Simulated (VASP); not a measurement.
The system is Ge.

```xyz
2
Lattice="1.4881 -2.5947 0.0000 1.4881 2.5947 0.0000 0.0000 0.0000 4.7276" Properties=species:S:1:pos:R:3 pbc="T T T"
Ge    1.4881    0.8643    1.1819
Ge    1.4881   -0.8643    3.5457
```

This isn't the form of Ge at room conditions, which is diamond.

- Program: VASP 6.6.1
- Task: relaxation of cell and atoms
- Functional: revPBE
- Dispersion: D3(BJ)
- Potentials or basis: VASP PAW PBE potentials, release 64 (Ge_d)
- Cutoff: 600 eV
- k mesh: 10 × 10 × 6
- Occupations: fermi-dirac, width 0.05 eV
- Spin: no spin polarisation

At the start: pressure -0.6 GPa; volume 18.25 Å³/atom.

Question: Where does the relaxation end?

Answer: Over 14 steps the energy falls by 3.6 meV/atom and the volume is 18.07 Å³/atom (-1.0 %); space group P6_3/mmc (No. 194, to 0.1 Å) before and after.

The path:
| step | energy change (eV) | largest force (eV/Å) | pressure (GPa) | volume (Å³) |
| --- | --- | --- | --- | --- |
| 1 | 0.0000 | 0.0008 | -0.61 | 36.51 |
| 2 | -0.0050 | 0.0032 | 0.05 | 36.14 |
| 3 | -0.0061 | 0.0068 | 0.68 | 35.78 |
| 4 | -0.0062 | 0.0061 | 0.53 | 35.88 |
| 5 | -0.0068 | 0.0077 | -0.11 | 36.15 |
| 6 | -0.0068 | 0.0075 | 0.01 | 36.09 |
| 7 | -0.0068 | 0.0075 | 0.05 | 36.09 |
| 8 | -0.0070 | 0.0085 | -0.10 | 36.12 |
| 9 | -0.0070 | 0.0086 | -0.06 | 36.13 |
| 10 | -0.0071 | 0.0091 | -0.14 | 36.15 |
| 11 | -0.0071 | 0.0097 | -0.25 | 36.19 |
| 12 | -0.0071 | 0.0094 | -0.09 | 36.17 |
| 13 | -0.0071 | 0.0095 | -0.17 | 36.18 |
| 14 | -0.0072 | 0.0104 | -0.07 | 36.13 |

Final structure:
```yaml
crystal:
  lattice:
    - [1.46016, -2.58122, 0.00000]
    - [1.46016, 2.58122, 0.00000]
    - [0.00000, 0.00000, 4.79340]
  atoms:
    - { symbol: Ge, position: [0.33384, 0.66616, 0.25000] }
    - { symbol: Ge, position: [0.66616, 0.33384, 0.75000] }
```

Caveat: the PAW data sets were made with another functional, which shifts forces and pressure a little.
